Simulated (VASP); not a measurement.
# NaI (Fm-3m) in VASP: notebook, part 3 of 3

VASP 6.6.1. Earlier steps stand in the parts before.

**4. Single point, LDA**

Contents of INCAR:

```
ALGO     = Normal         # electronic algorithm
EDIFF    = 1E-7           # SCF threshold, eV
ENCUT    = 520            # plane-wave cutoff, eV
GGA      = CA             # functional
ISIF     = 2              # what is computed and relaxed
ISMEAR   = 0              # smearing method
LASPH    = T              # aspherical terms in the spheres
LCHARG   = T              # write CHGCAR
LELF     = T              # ELF
LREAL    = F              # projectors in reciprocal space
LVHAR    = T            
LWAVE    = F              # write WAVECAR
NBANDS   = 14             # bands
NELM     = 100            # most SCF steps
PREC     = Accurate       # precision mode
SIGMA    = 0.01           # smearing width, eV
```

Contents of KPOINTS:

```
k-points
0
Gamma
  8 8 8
```

Contents of POSCAR:

```
NaI
1.0
    0.0000000000      3.2296266398      3.2296266398
    3.2296266398      0.0000000000      3.2296266398
    3.2296266398      3.2296266398      0.0000000000
Na I
1 1
Direct
    0.0000000000      0.0000000000      0.0000000000
    0.5000000000      0.5000000000      0.5000000000
```

Potentials or basis: VASP PAW LDA potentials, release 64 (Na_pv, I).

Run with:

```bash
> cat potpaw_LDA.64/Na_pv/POTCAR potpaw_LDA.64/I/POTCAR > POTCAR
> mpirun -np 1 vasp_std > vasp.out
```

OUTCAR:

```text
EDIFF = 1E-7
   ENCUT = 520
   GGA = CA
   ISIF = 2
   ISMEAR = 0
   LASPH = T
   LREAL = F
   NELM = 100
   PREC = Accurate

 ion  position               nearest neighbor table
   1  0.000  0.000  0.000-
   2  0.500  0.500  0.500-

  LATTYP: Found a face centered cubic cell.
 ALAT       =     6.4592532796

  Lattice vectors:

 A1 = (   0.0000000000,   3.2296266398,   3.2296266398)
 A2 = (   3.2296266398,   0.0000000000,   3.2296266398)
 A3 = (   3.2296266398,   3.2296266398,   0.0000000000)

Analysis of symmetry for initial positions (statically):
=====================================================================
 Subroutine PRICEL returns:
 Original cell was already a primitive cell.

 Routine SETGRP: Setting up the symmetry group for a
 face centered cubic supercell.

 Subroutine GETGRP returns: Found 48 space group operations
 (whereof 48 operations were pure point group operations)
 out of a pool of 48 trial point group operations.

The static configuration has the point symmetry O_h .

Analysis of symmetry for dynamics (positions and initial velocities):
=====================================================================
 Subroutine PRICEL returns:
 Original cell was already a primitive cell.

 Routine SETGRP: Setting up the symmetry group for a
 face centered cubic supercell.

 Subroutine GETGRP returns: Found 48 space group operations
 (whereof 48 operations were pure point group operations)
 out of a pool of 48 trial point group operations.

The dynamic configuration has the point symmetry O_h .

 Subroutine INISYM returns: Found 48 space group operations
 (whereof 48 operations are pure point group operations),
 and found     1 'primitive' translations

----------------------------------------------------------------------------------------

                                     Primitive cell

  volume of cell :      67.3732

  direct lattice vectors                    reciprocal lattice vectors
     0.000000000  3.229626640  3.229626640    -0.154816657  0.154816657  0.154816657
     3.229626640  0.000000000  3.229626640     0.154816657 -0.154816657  0.154816657
     3.229626640  3.229626640  0.000000000     0.154816657  0.154816657 -0.154816657

  length of vectors
     4.567381795  4.567381795  4.567381795     0.268150316  0.268150316  0.268150316

  position of ions in fractional coordinates (direct lattice)
     0.000000000  0.000000000  0.000000000
     0.500000000  0.500000000  0.500000000

  ion indices of the primitive-cell ions
   primitive index   ion index
                 1           1
                 2           2

----------------------------------------------------------------------------------------

 KPOINTS: k-points

Automatic generation of k-mesh.
 Grid dimensions read from file:
 generate k-points for:    8    8    8

 Generating k-lattice:

  Cartesian coordinates                     Fractional coordinates (reciprocal lattice)
    -0.019352082  0.019352082  0.019352082     0.125000000  0.000000000  0.000000000
[... 38 lines left out ...]
  0.500000  0.250000  0.125000     48.000000
 -0.375000  0.250000  0.125000     24.000000
 [... further k-points ...]
   k-points           NKPTS =     29   k-points in BZ     NKDIM =     29   number of bands    NBANDS=     14
   number of dos      NEDOS =    301   number of ions     NIONS =      2
   total plane-waves  NPLWV =  46656
   dimension x,y,z NGX =    36 NGY =   36 NGZ =   36
   dimension x,y,z NGXF=    72 NGYF=   72 NGZF=   72
   ions per type =               1   1
   NGX,Y,Z   is equivalent  to a cutoff of  13.10, 13.10, 13.10 a.u.
   NGXF,Y,Z  is equivalent  to a cutoff of  26.21, 26.21, 26.21 a.u.
 SYSTEM =  unknown system
   PREC   = accura    normal or accurate (medium, high low for compatibility)
   ISTART =      0    job   : 0-new  1-cont  2-samecut
   ICHARG =      2    charge: 1-file 2-atom 10-const
   ISPIN  =      1    spin polarized calculation?
   LNONCOLLINEAR =      F non collinear calculations
   LSORBIT =      F    spin-orbit coupling
   LASPH  =      T    aspherical Exc in radial PAW
   ENCUT  =  520.0 eV  38.22 Ry    6.18 a.u.   8.49  8.49  8.49*2*pi/ulx,y,z
   NELM   =    100;   NELMIN=  2; NELMDL= -5     # of ELM steps
   EDIFF  = 0.1E-06   stopping-criterion for ELM
   LREAL  =      F    real-space projection
   EDIFFG = 0.1E-05   stopping-criterion for IOM
   NSW    =      0    number of steps for IOM
   IBRION =     -1    ionic relax: 0-MD 1-quasi-New 2-CG
   NFREE  =      0    steps in history (QN), initial steepest desc. (CG)
   ISIF   =      2    stress and relaxation
   ISYM   =      2    0-nonsym 1-usesym 2-fastsym
   POTIM  = 0.5000    time-step for ionic-motion
   TEBEG  =    0.0;   TEEND  =   0.0 temperature during run
   PSTRESS=    0.0 pullay stress
   NELECT =      14.0000    total number of electrons
   NUPDOWN=      -1.0000    fix difference up-down
   EMIN   =  10.00;   EMAX   =-10.00  energy-range for DOS
   EFERMI =   0.00;   METHOD = LEGACY
   ISMEAR =     0;   SIGMA  =   0.01  broadening in eV -4-tet -1-fermi 0-gaus
   EFERMI_NEDOS =   21; number of points for ismear=-14 and -15
   IALGO  =     38    algorithm
   IMIX   =      4    mixing-type and parameters
     AMIX     =   0.40;   BMIX     =  1.00
     AMIX_MAG =   1.60;   BMIX_MAG =  1.00
  volume/ion in A,a.u.               =      33.69       227.33
  Fermi-wavevector in a.u.,A,eV,Ry     =   0.969665  1.832402 12.792889  0.940251
  Thomas-Fermi vector in A             =   2.099737
   LORBIT       =      0    0 simple, 1 ext, 2 COOP (PROOUT), +10 PAW based schemes
   GGA     = CA    functional components
   LHFCALC =     F    Hartree Fock is set to
   AEXX    =    0.0000 exact exchange contribution
   IVDW    =     0    specifies the selected vdW correction
   LEPSILON=     F    determine dielectric tensor
   LRPA    =     F    only Hartree local field effects (RPA)
 non-spin polarized calculation
 Gauss-broadening in eV      SIGMA  =   0.01
  energy-cutoff  :      520.00
  volume of cell :       67.37
 maximum number of plane-waves:      1839
 NGX is ok and might be reduce to    36
   NGX = 17   NGY = 17   NGZ = 17

 number of electron      14.0000003 magnetization

 Free energy of the ion-electron system (eV)
  ---------------------------------------------------
  ext. energy  EPLUGINS =         0.00000000
  ---------------------------------------------------
  free energy    TOTEN  =        -5.98605007 eV

  energy without entropy =       -5.98605007  energy(sigma->0) =       -5.98605007

 E-fermi :   0.7131     XC(G=0):  -8.1251

 val. band max:        0.6630603417   @ k =   0.0000   0.0000   0.0000
 cond. band min:       4.0248918630   @ k =   0.0000   0.0000   0.0000
 fundamental gap:      3.3618315213
 Fermi energy:         0.7130984481

 k-point     1 :       0.0000    0.0000    0.0000
  band No.  band energies     occupation
      1     -21.7176      2.00000
      2     -21.7176      2.00000
      3     -21.7176      2.00000
      4     -10.4367      2.00000
      5       0.6631      2.00000
      6       0.6631      2.00000
      7       0.6631      2.00000
      8       4.0249      0.00000
      9       8.4605      0.00000
     10       8.4605      0.00000
     11       8.4605      0.00000
     12      10.3396      0.00000
     13      10.3396      0.00000
     14      10.8608      0.00000
[... 377 lines left out ...]
      1     -21.7223      2.00000
      2     -21.7193      2.00000
      3     -21.7184      2.00000
      4     -10.0703      2.00000
      5      -1.3230      2.00000
      6      -0.2889      2.00000
      7       0.1578      2.00000
      8       6.5963      0.00000
      9       6.7708      0.00000
     10       8.7707      0.00000
     11       8.7750      0.00000
     12      10.9881      0.00000
     13      11.9012      0.00000
     14      13.1826      0.00000

 [... further k-points ...]

------------------------ aborting loop because EDIFF is reached ----------------------------------------

  FORCE on cell =-STRESS in cart. coord.  units (eV):
  Direction    XX          YY          ZZ          XY          YZ          ZX
  --------------------------------------------------------------------------------------
  -------------------------------------------------------------------------------------
  Total       -0.6503102     -0.6503102     -0.6503102      0.0000000      0.0000000     -0.0000000
  in kB      -15.4647964    -15.4647964    -15.4647964      0.0000000      0.0000000     -0.0000000
  external PRESSURE =     -15.4647964 kB  Pullay stress =       0.0000000 kB

 VOLUME and BASIS-vectors are now :
 -----------------------------------------------------------------------------
  energy-cutoff  :      520.00
  volume of cell :       67.37
      direct lattice vectors                 reciprocal lattice vectors
     0.000000000  3.229626640  3.229626640    -0.154816657  0.154816657  0.154816657
     3.229626640  0.000000000  3.229626640     0.154816657 -0.154816657  0.154816657
     3.229626640  3.229626640  0.000000000     0.154816657  0.154816657 -0.154816657

 POSITION                                       TOTAL-FORCE (eV/Angst)
 -----------------------------------------------------------------------------------
      0.00000      0.00000      0.00000         0.000000      0.000000      0.000000
      3.22963      3.22963      3.22963         0.000000      0.000000     -0.000000
 -----------------------------------------------------------------------------------
    total drift:                                0.000000      0.000000      0.000000

  FREE ENERGIE OF THE ION-ELECTRON SYSTEM (eV)
  ---------------------------------------------------
  free  energy   TOTEN  =        -5.9860500749 eV

  energy  without entropy=       -5.9860500749  energy(sigma->0) =       -5.98605007
```

Run time: 38 s. Hardware: 1 thread of Intel Xeon 8259CL, shared host; peak memory 0.18 GiB.

Results:

* Free energy: -5.9861 eV
* Pressure: -1.5 GPa
* Band gap on the k mesh: 3.36 eV

Caveat: spin-orbit coupling is left out, which moves the levels of the heavy elements. As with any semilocal functional, this LDA gap is likely too small.

**5. Single point, r2SCAN**

POSCAR is that of step 4.

Contents of INCAR.step1:

```
SYSTEM = NaI
  PREC = Accurate
  ENCUT = 520
  ISMEAR = 0
  SIGMA = 0.01
  LREAL = .False.
  LASPH = .True.
  NELM = 60
  NBANDS = 14
  GGA = PE
  ALGO = Normal
  EDIFF = 1E-4
  LWAVE = .True.
  LCHARG = .False.
```

Contents of INCAR.step2:

```
SYSTEM = NaI
  PREC = Accurate
  ENCUT = 520
  EDIFF = 1E-7
  ISMEAR = 0
  SIGMA = 0.01
  LREAL = .False.
  LASPH = .True.
  NELM = 60
  ALGO = Normal
  ISIF = 2
  LWAVE = .False.
  LCHARG = .False.
  METAGGA = R2SCAN
  LMIXTAU = .True.
  NBANDS = 14
  ISTART = 1
```

Contents of KPOINTS:

```
regular mesh
0
Gamma
  8 8 8
  0 0 0
```

Potentials or basis: VASP PAW PBE potentials, release 64 (Na_pv, I).

Run with:

```bash
> cat potpaw_PBE.64/Na_pv/POTCAR potpaw_PBE.64/I/POTCAR > POTCAR
> cp INCAR.step1 INCAR
> mpirun -np 1 vasp_std > vasp.out
> cp INCAR.step2 INCAR
> mpirun -np 1 vasp_std > vasp.out
```

Wall time 3.3 min (1 thread of Intel Xeon 8259CL, shared host); peak memory 0.23 GiB.

The run converged. Its results:

* Free energy: -31.0859 eV
* Pressure: -0.1 GPa
* Band gap on the k mesh: 4.46 eV

Levels at points of the mesh, in eV from the valence-band top:
```csv
k point,band 3,band 4,band 5,band 6,band 7,band 8,band 9,band 10,band 11,band 12
"(0.00, 0.00, 0.00)",-23.24,-11.36,0.00,0.00,0.00,4.46,8.47,8.47,8.47,10.34
"(0.50, 0.00, 0.00)",-23.24,-11.02,-2.21,-0.30,-0.30,5.70,8.08,8.08,9.83,11.08
"(0.50, 0.50, 0.00)",-23.25,-10.94,-1.96,-0.77,-0.77,5.23,6.01,10.77,12.19,12.33
```

Caveat: the PAW data sets were made with another functional, which shifts forces and pressure a little; spin-orbit coupling is left out, which moves the levels of the heavy elements. r2SCAN opens gaps a little over a GGA but as a rule still falls short of measured ones.

**6. Relaxation of cell and atoms, PBE**

This run uses another cell than the first one, of 33.90 Å³/atom.

Contents of INCAR:

```
PREC     = Accurate       # precision mode
ENCUT    = 600            # plane-wave cutoff, eV
EDIFF    = 1E-6           # SCF threshold, eV
ISMEAR   = -1             # smearing method
SIGMA    = 0.02           # smearing width, eV
LREAL    = F              # projectors in reciprocal space
LASPH    = T              # aspherical terms in the spheres
NELM     = 80             # most SCF steps
ALGO     = Normal         # electronic algorithm
ISIF     = 3              # what is computed and relaxed
LWAVE    = F              # write WAVECAR
LCHARG   = F              # write CHGCAR
GGA      = PE             # functional
IBRION   = 2              # ionic algorithm
NSW      = 80             # ionic steps
EDIFFG   = -0.005         # ionic threshold
```

Contents of KPOINTS:

```
Automatic mesh
0
Gamma
  6 6 6
```

Contents of POSCAR:

```
NaI
1.0
    0.0000000000      3.2364000000      3.2364000000
    3.2364000000      0.0000000000      3.2364000000
    3.2364000000      3.2364000000      0.0000000000
Na I
1 1
Direct
    0.0000000000      0.0000000000      0.0000000000
    0.5000000000      0.5000000000      0.5000000000
```

Potentials or basis: VASP PAW PBE potentials, release 64 (Na_pv, I).

Run with:

```bash
> cat potpaw_PBE.64/Na_pv/POTCAR potpaw_PBE.64/I/POTCAR > POTCAR
> mpirun -np 1 vasp_std > vasp.out
```

OUTCAR:

```text
PREC = Accurate
   ENCUT = 600
   EDIFF = 1E-6
   ISMEAR = -1
   LREAL = F
   LASPH = T
   NELM = 80
   ISIF = 3
   GGA = PE
   IBRION = 2
   NSW = 80
   EDIFFG = -0.005

 ion  position               nearest neighbor table
   1  0.000  0.000  0.000-
   2  0.500  0.500  0.500-

  LATTYP: Found a face centered cubic cell.
 ALAT       =     6.4728000000

  Lattice vectors:

 A1 = (   0.0000000000,   3.2364000000,   3.2364000000)
 A2 = (   3.2364000000,   0.0000000000,   3.2364000000)
 A3 = (   3.2364000000,   3.2364000000,   0.0000000000)

Analysis of symmetry for initial positions (statically):
=====================================================================
 Subroutine PRICEL returns:
 Original cell was already a primitive cell.

 Routine SETGRP: Setting up the symmetry group for a
 face centered cubic supercell.

 Subroutine GETGRP returns: Found 48 space group operations
 (whereof 48 operations were pure point group operations)
 out of a pool of 48 trial point group operations.

[... 142 lines left out ...]
   NGX = 19   NGY = 19   NGZ = 19

--------------------------------------- Ionic step        1  -------------------------------------------

 number of electron      13.9999994 magnetization

 Free energy of the ion-electron system (eV)
  ---------------------------------------------------
  ext. energy  EPLUGINS =         0.00000000
  ---------------------------------------------------
  free energy    TOTEN  =        -5.38495738 eV

  energy without entropy =       -5.38495738  energy(sigma->0) =       -5.38495738

------------------------ aborting loop because EDIFF is reached ----------------------------------------

  FORCE on cell =-STRESS in cart. coord.  units (eV):
  Direction    XX          YY          ZZ          XY          YZ          ZX
  --------------------------------------------------------------------------------------
  -------------------------------------------------------------------------------------
  Total        0.1882128      0.1882128      0.1882128      0.0000000      0.0000000      0.0000000
  in kB        4.4477782      4.4477782      4.4477782      0.0000000      0.0000000      0.0000000
  external PRESSURE =       4.4477782 kB  Pullay stress =       0.0000000 kB
[... 59 lines left out ...]
--------------------------------------- Ionic step        3  -------------------------------------------

 number of electron      13.9999994 magnetization

 Free energy of the ion-electron system (eV)
  ---------------------------------------------------
  ext. energy  EPLUGINS =         0.00000000
  ---------------------------------------------------
  free energy    TOTEN  =        -5.38737538 eV

  energy without entropy =       -5.38737538  energy(sigma->0) =       -5.38737538

 E-fermi :   1.1343     XC(G=0):  -7.6010

 val. band max:        0.6303527854   @ k =   0.0000   0.0000   0.0000
 cond. band min:       4.2039929301   @ k =   0.0000   0.0000   0.0000
 fundamental gap:      3.5736401447
 Fermi energy:         1.1342667023

 k-point     1 :       0.0000    0.0000    0.0000
  band No.  band energies     occupation
      1     -21.8409      2.00000
      2     -21.8409      2.00000
      3     -21.8409      2.00000
      4     -10.3226      2.00000
      5       0.6304      2.00000
      6       0.6304      2.00000
      7       0.6304      2.00000
      8       4.2040      0.00000
      9       8.5585      0.00000
     10       8.5585      0.00000
     11       8.5585      0.00000
[... 237 lines left out ...]
  FREE ENERGIE OF THE ION-ELECTRON SYSTEM (eV)
  ---------------------------------------------------
  free  energy   TOTEN  =        -5.3873753785 eV

  energy  without entropy=       -5.3873753785  energy(sigma->0) =       -5.38737538

 reached required accuracy - stopping structural energy minimisation
```

OSZICAR:

```text
N       E                     dE             d eps       ncg     rms          rms(c)
DAV:   1     0.837947345395E+02    0.83795E+02   -0.75238E+03   355   0.129E+03
DAV:   2     0.203870583128E+01   -0.81756E+02   -0.77212E+02   376   0.250E+02
DAV:   3    -0.522426028896E+01   -0.72630E+01   -0.72167E+01   442   0.745E+01
[... 27 lines left out ...]
DAV:   6    -0.538737955266E+01    0.30288E-04   -0.41680E-05   397   0.851E-02    0.682E-02
DAV:   7    -0.538738381621E+01   -0.42636E-05   -0.10807E-06   352   0.796E-03    0.124E-01
DAV:   8    -0.538737642679E+01    0.73894E-05   -0.15941E-06   355   0.913E-03    0.219E-02
DAV:   9    -0.538737495560E+01    0.14712E-05   -0.22479E-07   176   0.397E-03    0.107E-02
DAV:  10    -0.538737537846E+01   -0.42286E-06   -0.70188E-08   176   0.397E-03
   3 F= -.53873754E+01 E0= -.53873754E+01  d E =-.241799E-02
```

CONTCAR:

```text
NaI
   1.00000000000000
     0.0000000000000000    3.2643837345923692    3.2643837345923692
     3.2643837345923692   -0.0000000000000000    3.2643837345923692
     3.2643837345923692    3.2643837345923692    0.0000000000000000
  Na              I
     1     1
Direct
     0.0000000000000000    0.0000000000000000    0.0000000000000000
     0.5000000000000000    0.5000000000000000    0.5000000000000000

  0.00000000E+00  0.00000000E+00  0.00000000E+00
  0.00000000E+00  0.00000000E+00  0.00000000E+00
```

It took 79 s on 1 thread of Intel Xeon 8259CL, shared host; peak memory 0.24 GiB.

Results:

```yaml
Free_energy: -5.3874 eV
Relaxed_volume: 34.79 Å³/atom
Relaxed_cell: a = 4.617 Å, b = 4.617 Å, c = 4.617 Å, α = 60.00°, β = 60.00°, γ = 60.00°
Space_group_after_relaxing_to_0.1_Å: Fm-3m (No. 225)
Energy_gained_by_relaxing: 1.2 meV/atom
Ionic_steps: 3
Pressure_after_relaxing: 0.0 GPa
Band_gap_on_the_k_mesh: 3.57 eV
```

The path:
```csv
step,energy change (eV),largest force (eV/Å),pressure (GPa),volume (Å³)
1,0.0000,0.0000,0.44,67.80
2,-0.0018,0.0000,0.21,68.73
3,-0.0024,0.0000,0.02,69.57
```

Final structure:
```
Na I
1.0
     0.00000    3.26438    3.26438
     3.26438    0.00000    3.26438
     3.26438    3.26438    0.00000
Na I
1 1
Direct
  0.00000 0.00000 0.00000
  0.50000 0.50000 0.50000
```

Caveat: spin-orbit coupling is left out, which moves the levels of the heavy elements.

**7. Overview**

```tsv
task	level	potentials or basis	cell	k mesh	cutoff (eV)	smearing	gap on the mesh (eV)	pressure (GPa)
single point	r2SCAN	VASP PAW PBE potentials, release 64 (Na_pv, I)	a = 4.567 Å, angles 60.0°, 2 atoms	6 × 6 × 6	520	fermi-dirac 0.02 eV	4.46	-0.1
single point	PBE	VASP PAW PBE potentials, release 64 (Na_pv, I)	a = 4.567 Å, angles 60.0°, 2 atoms	8 × 8 × 8	520	fermi-dirac 0.02 eV	3.66	0.6
single point	LDA	VASP PAW LDA potentials, release 64 (Na_pv, I)	a = 4.567 Å, angles 60.0°, 2 atoms	8 × 8 × 8	520	gaussian 0.01 eV	3.36	-1.5
single point	r2SCAN	VASP PAW PBE potentials, release 64 (Na_pv, I)	a = 4.567 Å, angles 60.0°, 2 atoms	8 × 8 × 8	520	gaussian 0.01 eV	4.46	-0.1
relaxation of cell and atoms	PBE	VASP PAW PBE potentials, release 64 (Na_pv, I)	relaxed from a = 4.577 Å, angles 60.0°, 2 atoms	6 × 6 × 6	600	fermi-dirac 0.02 eV	3.57	0.0
```

Alike in all rows: no spin polarisation.

Caveats: spin-orbit coupling is left out, which moves the levels of the heavy elements; the PAW data sets were made with another functional, which shifts forces and pressure a little (at least some runs).

Absolute energies hang on the potentials; compare differences alone.
